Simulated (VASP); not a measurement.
Wanted: the native input for a VASP 6.6.1 run.

```yaml
Task: relaxation of shape and atoms at fixed volume
Functional: PBE
Potentials_or_basis: VASP PAW PBE potentials, release 64 (Si, O)
Cutoff: 600 eV
k_mesh: 6 × 6 × 4
Occupations: gaussian, width 0.02 eV
Spin: no spin polarisation
Dipole_correction: no
Further_INCAR_settings: ALGO = Normal; EDIFF = 1e-07; IBRION = 2; EDIFFG = -0.01; NSW = 50; ISIF = 4
```

The structure of SiO2 lies in POSCAR:

```
SiO2
1.0
    5.2202299956      0.0000000000      0.0000000000
   -2.6101149978      4.5208517898      0.0000000000
    0.0000000000      0.0000000000      8.7274466664
Si O
4 8
Direct
    0.6666666667      0.3333333333      0.9373147240
    0.6666666667      0.3333333333      0.5626852760
    0.3333333333      0.6666666667      0.0626852760
    0.3333333333      0.6666666667      0.4373147240
    0.0000000000      0.4331666016      0.0000000000
    0.4331666016      0.4331666016      0.5000000000
    0.5668333984      0.0000000000      0.5000000000
    0.5668333984      0.5668333984      0.0000000000
    0.0000000000      0.5668333984      0.5000000000
    0.6666666667      0.3333333333      0.7500000000
    0.3333333333      0.6666666667      0.2500000000
    0.4331666016      0.0000000000      0.0000000000
```

One way to write it, as run:

INCAR

```
ALGO = Normal
EDIFF = 1E-7
EDIFFG = -0.01
ENCUT = 600
GGA = PE
IBRION = 2
ISIF = 4
ISMEAR = 0
LASPH = True
LCHARG = False
LREAL = False
LWAVE = False
NELM = 80
NSW = 50
PREC = Accurate
SIGMA = 0.02
```

KPOINTS

```
k-points
0
Gamma
  6 6 4
```

Potentials or basis: VASP PAW PBE potentials, release 64 (Si, O).

Command:

```console
$ cat potpaw_PBE.64/Si/POTCAR potpaw_PBE.64/O/POTCAR > POTCAR
$ mpirun -np 1 vasp_std > vasp.out
```

Results of the run:

| Property | Result |
| --- | --- |
| Energy gained by relaxing | 5.4 meV/atom |
| Ionic steps | 8 |
| Pressure after relaxing | -1.9 GPa |
| Band gap on the k mesh | 5.36 eV (least direct gap 5.37 eV) |

It took 19 min on 1 thread of Intel(R) Xeon(R) Platinum 8259CL CPU @ 2.50GHz (Skylake/Cascade Lake), with other jobs on the host, peak memory 0.44 GiB.
